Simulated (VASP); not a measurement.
# RuBr2 (Fd-3m) in VASP: single point with PBE

Aim: the single point of RuBr2 with PBE.

Everything below comes from runs of VASP 6.6.1. Logs are shortened: lines on timing, memory, paths and dates and some standing lists are left out, and cuts for length are marked.

## (1) The cell of the first run

Symmetry: Fd-3m, No. 227, cubic system. The conventional cell has a = 8.709 Å, b = 8.709 Å, c = 8.709 Å, α = 90.00°, β = 90.00°, γ = 90.00°. Ru (site symmetry -43m) has 12 Br at 3.61 Å and 4 Ru at 3.77 Å within 4.7 Å. Within 4.1 Å of Br (site symmetry -3m) lie 6 Br at 3.08 Å and 6 Ru at 3.61 Å.

## (2) Single point, PBE, collinear spin, ferromagnetic start

The input, INCAR:

```
PREC = Accurate
ENCUT = 520
EDIFF = 1E-6
ISMEAR = 0
SIGMA = 0.1
LREAL = F
LASPH = T
NELM = 150
ALGO = Normal
ISIF = 2
LWAVE = F
LCHARG = F
ISPIN = 2
MAGMOM = 1 1 0 0 0 0
LORBIT = 11
LMAXMIX = 4
GGA = PE
NBANDS = 41
```

The input, KPOINTS:

```
regular mesh
0
Gamma
  4 4 4
```

The input, POSCAR:

```
RuBr2
1.0
    0.0000000000      4.3543329200      4.3543329200
    4.3543329200      0.0000000000      4.3543329200
    4.3543329200      4.3543329200      0.0000000000
Ru Br
2 4
Direct
    0.5000000000      0.5000000000      0.5000000000
    0.7500000000      0.7500000000      0.7500000000
    0.1250000000      0.1250000000      0.1250000000
    0.6250000000      0.1250000000      0.1250000000
    0.1250000000      0.1250000000      0.6250000000
    0.1250000000      0.6250000000      0.1250000000
```

Potentials or basis: VASP PAW PBE potentials, release 64 (Ru_pv, Br).

Command:

```sh
> cat potpaw_PBE.64/Ru_pv/POTCAR potpaw_PBE.64/Br/POTCAR > POTCAR
> mpirun -np 1 vasp_std > vasp.out
```

OUTCAR:

```text
PREC = Accurate
   ENCUT = 520
   EDIFF = 1E-6
   ISMEAR = 0
   LREAL = F
   LASPH = T
   NELM = 150
   ISIF = 2
   ISPIN = 2
   LORBIT = 11
   GGA = PE

 ion  position               nearest neighbor table
   1  0.500  0.500  0.500-
   2  0.750  0.750  0.750-
   3  0.125  0.125  0.125-
   4  0.625  0.125  0.125-
   5  0.125  0.125  0.625-
   6  0.125  0.625  0.125-

  LATTYP: Found a face centered cubic cell.
 ALAT       =     8.7086658400

  Lattice vectors:

 A1 = (   0.0000000000,   4.3543329200,   4.3543329200)
 A2 = (   4.3543329200,   0.0000000000,   4.3543329200)
 A3 = (   4.3543329200,   4.3543329200,   0.0000000000)

Analysis of symmetry for initial positions (statically):
=====================================================================
 Subroutine PRICEL returns:
 Original cell was already a primitive cell.

 Routine SETGRP: Setting up the symmetry group for a
 face centered cubic supercell.

 Subroutine GETGRP returns: Found 48 space group operations
 (whereof 24 operations were pure point group operations)
 out of a pool of 48 trial point group operations.

The static configuration has the point symmetry T_d .
 The point group associated with its full space group is O_h .

Analysis of symmetry for dynamics (positions and initial velocities):
=====================================================================
 Subroutine PRICEL returns:
 Original cell was already a primitive cell.

 Routine SETGRP: Setting up the symmetry group for a
 face centered cubic supercell.

 Subroutine GETGRP returns: Found 48 space group operations
 (whereof 24 operations were pure point group operations)
 out of a pool of 48 trial point group operations.

The dynamic configuration has the point symmetry T_d .
 The point group associated with its full space group is O_h .

Analysis of structural, dynamic, and magnetic symmetry:
=====================================================================
 Subroutine PRICEL returns:
 Original cell was already a primitive cell.

 Routine SETGRP: Setting up the symmetry group for a
 face centered cubic supercell.

 Subroutine GETGRP returns: Found 48 space group operations
 (whereof 24 operations were pure point group operations)
 out of a pool of 48 trial point group operations.

The overall configuration has the point symmetry T_d .
 The point group associated with its full space group is O_h .

 Subroutine INISYM returns: Found 48 space group operations
 (whereof 24 operations are pure point group operations),
 and found     1 'primitive' translations

----------------------------------------------------------------------------------------

                                     Primitive cell

  volume of cell :     165.1182

  direct lattice vectors                    reciprocal lattice vectors
     0.000000000  4.354332920  4.354332920    -0.114828151  0.114828151  0.114828151
     4.354332920  0.000000000  4.354332920     0.114828151 -0.114828151  0.114828151
     4.354332920  4.354332920  0.000000000     0.114828151  0.114828151 -0.114828151

  length of vectors
     6.157956671  6.157956671  6.157956671     0.198888192  0.198888192  0.198888192

  position of ions in fractional coordinates (direct lattice)
     0.500000000  0.500000000  0.500000000
     0.750000000  0.750000000  0.750000000
     0.125000000  0.125000000  0.125000000
     0.625000000  0.125000000  0.125000000
     0.125000000  0.125000000  0.625000000
     0.125000000  0.625000000  0.125000000

  ion indices of the primitive-cell ions
   primitive index   ion index
                 1           1
                 2           2
                 3           3
                 4           4
                 5           5
                 6           6

----------------------------------------------------------------------------------------

 KPOINTS: regular mesh

Automatic generation of k-mesh.
 Grid dimensions read from file:
 generate k-points for:    4    4    4

 Generating k-lattice:

  Cartesian coordinates                     Fractional coordinates (reciprocal lattice)
    -0.028707038  0.028707038  0.028707038     0.250000000  0.000000000  0.000000000
     0.028707038 -0.028707038  0.028707038     0.000000000  0.250000000  0.000000000
     0.028707038  0.028707038 -0.028707038     0.000000000  0.000000000  0.250000000

  Length of vectors
     0.049722048  0.049722048  0.049722048

  Shift w.r.t. Gamma in fractional coordinates (k-lattice)
     0.000000000  0.000000000  0.000000000

 Subroutine IBZKPT returns following result:
 ===========================================

 Found      8 irreducible k-points:

 Following reciprocal coordinates:
            Coordinates               Weight
  0.000000  0.000000  0.000000      1.000000
  0.250000  0.000000  0.000000      8.000000
  0.500000  0.000000  0.000000      4.000000
  0.250000  0.250000  0.000000      6.000000
  0.500000  0.250000  0.000000     24.000000
 -0.250000  0.250000  0.000000     12.000000
  0.500000  0.500000  0.000000      3.000000
 -0.250000  0.500000  0.250000      6.000000
   k-points           NKPTS =      8   k-points in BZ     NKDIM =      8   number of bands    NBANDS=     41
   number of dos      NEDOS =    301   number of ions     NIONS =      6
   total plane-waves  NPLWV = 110592
   dimension x,y,z NGX =    48 NGY =   48 NGZ =   48
   dimension x,y,z NGXF=    96 NGYF=   96 NGZF=   96
   ions per type =               2   4
   NGX,Y,Z   is equivalent  to a cutoff of  12.96, 12.96, 12.96 a.u.
   NGXF,Y,Z  is equivalent  to a cutoff of  25.92, 25.92, 25.92 a.u.
 SYSTEM =  unknown system
   PREC   = accura    normal or accurate (medium, high low for compatibility)
   ISTART =      0    job   : 0-new  1-cont  2-samecut
   ICHARG =      2    charge: 1-file 2-atom 10-const
   ISPIN  =      2    spin polarized calculation?
   LNONCOLLINEAR =      F non collinear calculations
   LSORBIT =      F    spin-orbit coupling
   LASPH  =      T    aspherical Exc in radial PAW
   ENCUT  =  520.0 eV  38.22 Ry    6.18 a.u.  11.45 11.45 11.45*2*pi/ulx,y,z
   NELM   =    150;   NELMIN=  2; NELMDL= -5     # of ELM steps
   EDIFF  = 0.1E-05   stopping-criterion for ELM
   LREAL  =      F    real-space projection
   EDIFFG = 0.1E-04   stopping-criterion for IOM
   NSW    =      0    number of steps for IOM
   IBRION =     -1    ionic relax: 0-MD 1-quasi-New 2-CG
   NFREE  =      0    steps in history (QN), initial steepest desc. (CG)
   ISIF   =      2    stress and relaxation
   ISYM   =      2    0-nonsym 1-usesym 2-fastsym
   POTIM  = 0.5000    time-step for ionic-motion
   TEBEG  =    0.0;   TEEND  =   0.0 temperature during run
   PSTRESS=    0.0 pullay stress
   NELECT =      56.0000    total number of electrons
   NUPDOWN=      -1.0000    fix difference up-down
   EMIN   =  10.00;   EMAX   =-10.00  energy-range for DOS
   EFERMI =   0.00;   METHOD = LEGACY
   ISMEAR =     0;   SIGMA  =   0.10  broadening in eV -4-tet -1-fermi 0-gaus
   EFERMI_NEDOS =   21; number of points for ismear=-14 and -15
   IALGO  =     38    algorithm
   IMIX   =      4    mixing-type and parameters
     AMIX     =   0.40;   BMIX     =  1.00
     AMIX_MAG =   1.60;   BMIX_MAG =  1.00
  volume/ion in A,a.u.               =      27.52       185.71
  Fermi-wavevector in a.u.,A,eV,Ry     =   1.141666  2.157437 17.733862  1.303402
  Thomas-Fermi vector in A             =   2.278366
   LORBIT       =     11    0 simple, 1 ext, 2 COOP (PROOUT), +10 PAW based schemes
   GGA     = PE    functional components
   LHFCALC =     F    Hartree Fock is set to
   AEXX    =    0.0000 exact exchange contribution
   IVDW    =     0    specifies the selected vdW correction
   LEPSILON=     F    determine dielectric tensor
   LRPA    =     F    only Hartree local field effects (RPA)
 spin polarized calculation
 Gauss-broadening in eV      SIGMA  =   0.10
  energy-cutoff  :      520.00
  volume of cell :      165.12
 maximum number of plane-waves:      4477
 NGX is ok and might be reduce to    48
   NGX = 23   NGY = 23   NGZ = 23

 number of electron      56.0000002 magnetization       5.7575500

 Free energy of the ion-electron system (eV)
  ---------------------------------------------------
  ext. energy  EPLUGINS =         0.00000000
  ---------------------------------------------------
  free energy    TOTEN  =       -14.52068172 eV

  energy without entropy =      -14.48646879  energy(sigma->0) =      -14.50357526

 E-fermi :   3.1126     XC(G=0):  -9.3492

 val. band max:        3.0713927882   @ k =  -0.2500   0.2500   0.0000
 cond. band min:       3.1504468447   @ k =   0.2500   0.0000   0.0000
 fundamental gap:      0.0790540565
 Fermi energy:         3.1126493567

 spin component 1

 k-point     1 :       0.0000    0.0000    0.0000
  band No.  band energies     occupation
      1     -40.2316      1.00000
      2     -40.2316      1.00000
      3     -40.2316      1.00000
      4     -40.2259      1.00000
      5     -40.2259      1.00000
      6     -40.2259      1.00000
[... 32 lines left out ...]
     39      11.4151      0.00000
     40      11.4151      0.00000

 k-point     2 :       0.2500    0.0000    0.0000
  band No.  band energies     occupation
      1     -40.2318      1.00000
      2     -40.2318      1.00000
      3     -40.2313      1.00000
      4     -40.2262      1.00000
      5     -40.2257      1.00000
      6     -40.2257      1.00000
[... 247 lines left out ...]
     39       9.3882      0.00000
     40       9.3882      0.00000

 k-point     8 :      -0.2500    0.5000    0.2500
  band No.  band energies     occupation
      1     -40.2323      1.00000
      2     -40.2323      1.00000
      3     -40.2287      1.00000
      4     -40.2287      1.00000
      5     -40.2251      1.00000
      6     -40.2251      1.00000
[... 32 lines left out ...]
     39      10.3746      0.00000
     40      10.3746      0.00000
 Fermi energy:         3.1126493567

 spin component 2

 k-point     1 :       0.0000    0.0000    0.0000
  band No.  band energies     occupation
      1     -38.1659      1.00000
      2     -38.1659      1.00000
      3     -38.1658      1.00000
      4     -38.1594      1.00000
      5     -38.1594      1.00000
      6     -38.1593      1.00000
[... 32 lines left out ...]
     39      11.4980      0.00000
     40      11.4980      0.00000

 k-point     2 :       0.2500    0.0000    0.0000
  band No.  band energies     occupation
      1     -38.1661      1.00000
      2     -38.1661      1.00000
      3     -38.1655      1.00000
      4     -38.1597      1.00000
      5     -38.1591      1.00000
      6     -38.1591      1.00000
[... 247 lines left out ...]
     39       9.8107      0.00000
     40       9.8107      0.00000

 k-point     8 :      -0.2500    0.5000    0.2500
  band No.  band energies     occupation
      1     -38.1667      1.00000
      2     -38.1667      1.00000
      3     -38.1626      1.00000
      4     -38.1626      1.00000
      5     -38.1585      1.00000
      6     -38.1585      1.00000
[... 32 lines left out ...]
     39      10.8906      0.00000
     40      10.8906      0.00000
 [bands above 40 left out]

------------------------ aborting loop because EDIFF is reached ----------------------------------------

  FORCE on cell =-STRESS in cart. coord.  units (eV):
  Direction    XX          YY          ZZ          XY          YZ          ZX
  --------------------------------------------------------------------------------------
  -------------------------------------------------------------------------------------
  Total       -1.4351766     -1.4351766     -1.4351766     -0.0000000      0.0000000      0.0000000
  in kB      -13.9258286    -13.9258286    -13.9258286     -0.0000000      0.0000000      0.0000000
  external PRESSURE =     -13.9258286 kB  Pullay stress =       0.0000000 kB

 VOLUME and BASIS-vectors are now :
 -----------------------------------------------------------------------------
  energy-cutoff  :      520.00
  volume of cell :      165.12
      direct lattice vectors                 reciprocal lattice vectors
     0.000000000  4.354332920  4.354332920    -0.114828151  0.114828151  0.114828151
     4.354332920  0.000000000  4.354332920     0.114828151 -0.114828151  0.114828151
     4.354332920  4.354332920  0.000000000     0.114828151  0.114828151 -0.114828151

 POSITION                                       TOTAL-FORCE (eV/Angst)
 -----------------------------------------------------------------------------------
      4.35433      4.35433      4.35433        -0.000000     -0.000000     -0.000000
      6.53150      6.53150      6.53150         0.000000      0.000000      0.000000
      1.08858      1.08858      1.08858        -0.000000      0.000000     -0.000000
      1.08858      3.26575      3.26575        -0.000000      0.000000     -0.000000
      3.26575      3.26575      1.08858        -0.000000      0.000000     -0.000000
      3.26575      1.08858      3.26575        -0.000000      0.000000     -0.000000
 -----------------------------------------------------------------------------------
    total drift:                               -0.000000     -0.000000      0.000000

  FREE ENERGIE OF THE ION-ELECTRON SYSTEM (eV)
  ---------------------------------------------------
  free  energy   TOTEN  =       -14.5206817231 eV

  energy  without entropy=      -14.4864687948  energy(sigma->0) =      -14.50357526

 total charge

# of ion       s       p       d       tot
------------------------------------------
    1        0.117   5.997   5.966  12.079
    2        0.117   5.997   5.966  12.079
    3        1.646   3.083   0.026   4.755
    4        1.646   3.083   0.026   4.755
    5        1.646   3.083   0.026   4.755
    6        1.646   3.083   0.026   4.755
--------------------------------------------------
tot          6.819  24.325  12.035  43.179

 magnetization (x)

# of ion       s       p       d       tot
------------------------------------------
    1        0.019   0.008   2.685   2.712
    2        0.019   0.008   2.685   2.712
    3        0.001  -0.030   0.000  -0.029
    4        0.001  -0.030   0.000  -0.029
    5        0.001  -0.030   0.000  -0.029
    6        0.001  -0.030   0.000  -0.029
--------------------------------------------------
tot          0.041  -0.106   5.371   5.306
```

Wall time 5.6 min (1 thread of AMD EPYC 7R13, shared host); peak memory 0.4 GiB.

Results:

- Free energy: -14.5207 eV
- Pressure: -1.4 GPa
- Net moment: 5.76 μB per cell
- Site moments: Ru +2.71; Br -0.03 μB
- Valence electrons inside the program's atomic spheres: Ru 12.08; Br 4.75
